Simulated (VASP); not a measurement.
Input of a VASP 6.6.1 run:

The input POSCAR:

```
KNaF2
1.0
    1.7391397325      1.0040927927      5.8155052281
   -1.7391397325      1.0040927927      5.8155052281
    0.0000000000     -2.0081855854      5.8155052281
Na K F
1 1 2
Direct
    1.0000000000      0.0000000000      0.0000000000
    0.5000000000      0.5000000000      0.5000000000
    0.2610994601      0.2610994601      0.2610994601
    0.7389005399      0.7389005399      0.7389005399
```

Contents of INCAR.step1:

```
SYSTEM = KNaF2
ALGO = Normal ; EDIFF = 1E-4
ENCUT = 520 ; GGA = PE
ISMEAR = 0 ; LASPH = .TRUE.
LCHARG = .FALSE. ; LREAL = .FALSE.
LWAVE = .TRUE. ; NBANDS = 23
NELM = 100 ; PREC = Accurate
SIGMA = 0.01
```

Contents of INCAR.step2:

```
SYSTEM = KNaF2
ALGO = Normal ; EDIFF = 1E-7
ENCUT = 520 ; ISIF = 2
ISMEAR = 0 ; ISTART = 1
LASPH = .TRUE. ; LCHARG = .FALSE.
LMIXTAU = .TRUE. ; LREAL = .FALSE.
LWAVE = .FALSE. ; METAGGA = R2SCAN
NBANDS = 23 ; NELM = 100
PREC = Accurate ; SIGMA = 0.01
```

File KPOINTS:

```
k-points
0
G
  6 6 6
  0 0 0
```

Potentials or basis: VASP PAW PBE potentials, release 64 (Na_pv, K_sv, F).

Run with:

```sh
$ cat potpaw_PBE.64/Na_pv/POTCAR potpaw_PBE.64/K_sv/POTCAR potpaw_PBE.64/F/POTCAR > POTCAR
$ cp INCAR.step1 INCAR
$ mpirun -np 1 vasp_std > vasp.out
$ cp INCAR.step2 INCAR
$ mpirun -np 1 vasp_std > vasp.out
```

Task: Predict the pressure.

Result: -0.2 GPa.

Task: Estimate the largest force.

Result: 0.034 eV/Å.

Task: What does it give for the band gap on the k mesh?

Result: 6.99 eV, direct.

Forces on the atoms (eV/Å):
```
Na   0.000  0.000  0.000
K    0.000  0.000  0.000
F    0.000  0.000  0.034
F    0.000  0.000 -0.034
```

Caveat: the PAW data sets were made with another functional, which shifts forces and pressure a little. r2SCAN opens gaps a little over a GGA but as a rule still falls short of measured ones.
